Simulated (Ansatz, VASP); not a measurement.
## One calculation of PbS, two programs

File INCAR:

```
ALGO = Normal
EDIFF = 1E-6
ENCUT = 500
GGA_COMPAT = False
ISIF = 2
ISMEAR = 0
LASPH = True
LCHARG = False
LREAL = False
LWAVE = False
NBANDS = 17
NELM = 120
PREC = Accurate
SIGMA = 0.01
```

KPOINTS

```
k-points
0
Gamma
  6 6 6
```

The input POSCAR:

```
PbS
1.0
    0.0000000000      3.0047775019      3.0047775019
    3.0047775019      0.0000000000      3.0047775019
    3.0047775019      3.0047775019      0.0000000000
Pb S
1 1
Direct
    0.0000000000      0.0000000000      0.0000000000
    0.5000000000      0.5000000000      0.5000000000
```

Input for Ansatz:

```yaml
crystal:
  lattice:
    - [0.0, 3.0047775018796905, 3.0047775018796905]
    - [3.0047775018796905, 0.0, 3.0047775018796905]
    - [3.0047775018796905, 3.0047775018796905, 0.0]
  atoms:
    - { symbol: Pb, position: [0.0, 0.0, 0.0] }
    - { symbol: S, position: [0.5, 0.5, 0.5] }
basis:
  ecutwfc: 517.016338673772
kpoints:
  mp_grid:
    grid: [6, 6, 6]
hamiltonian:
  xc: lda
scf:
  occupations:
    method: fixed
output:
  stress: true
```

Alike in both runs: task single point; functional LDA; k mesh 6 × 6 × 6; no spin polarisation.

|  | VASP | Ansatz |
| --- | --- | --- |
| version | VASP 6.6.1 | Ansatz 0.2.0 |
| potentials or method | VASP PAW LDA potentials, release 64 (Pb_d, S), cutoff 500 eV | plane waves, PAW |
| occupations | gaussian, width 0.01 eV | fixed |
| valence electrons in the cell | 20 | 20 |

```csv
,VASP,Ansatz,Ansatz less VASP
pressure (GPa),-4.5,-4.5,-0.03
```

LDA's correlation is that of Perdew and Zunger in VASP and of Perdew and Wang (1992) in Ansatz.

Spin-orbit coupling is off throughout.
